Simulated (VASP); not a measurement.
A run of VASP 6.6.1:

INCAR

```
PREC     = Accurate       # precision mode
ENCUT    = 500            # plane-wave cutoff, eV
EDIFF    = 1E-7           # SCF threshold, eV
ISMEAR   = 1              # smearing method
SIGMA    = 0.05           # smearing width, eV
LREAL    = F              # projectors in reciprocal space
LASPH    = T              # aspherical terms in the spheres
NELM     = 120            # most SCF steps
ALGO     = Normal         # electronic algorithm
ISIF     = 3              # what is computed and relaxed
LWAVE    = F              # write WAVECAR
LCHARG   = F              # write CHGCAR
IBRION   = 2              # ionic algorithm
NSW      = 80             # ionic steps
EDIFFG   = -0.02          # ionic threshold
GGA_COMPAT= F            
NELMIN   = 4
```

File KPOINTS:

```
regular mesh
0
Gamma
  13 13 13
```

File POSCAR:

```
TaAl
1.0
    3.2550000000      0.0000000000      0.0000000000
    0.0000000000      3.2550000000      0.0000000000
    0.0000000000      0.0000000000      3.2550000000
Al Ta
1 1
Direct
    0.0000000000      0.0000000000      0.0000000000
    0.5000000000      0.5000000000      0.5000000000
```

Potentials or basis: VASP PAW LDA potentials, release 64 (Al, Ta_pv).

Run with:

```console
$ cat potpaw_LDA.64/Al/POTCAR potpaw_LDA.64/Ta_pv/POTCAR > POTCAR
$ mpirun -np 1 vasp_std > vasp.out
```

Hardware: 1 thread of Intel(R) Xeon(R) Platinum 8259CL CPU @ 2.50GHz (Skylake/Cascade Lake) (shared host).

Question: How long does it take, and how much memory?

Answer: Run time: 53 s on 1 thread of Intel(R) Xeon(R) Platinum 8259CL CPU @ 2.50GHz (Skylake/Cascade Lake), with other jobs on the host, peak memory 0.16 GiB. Counts: scf iterations 34, k points 84, ion steps 4.
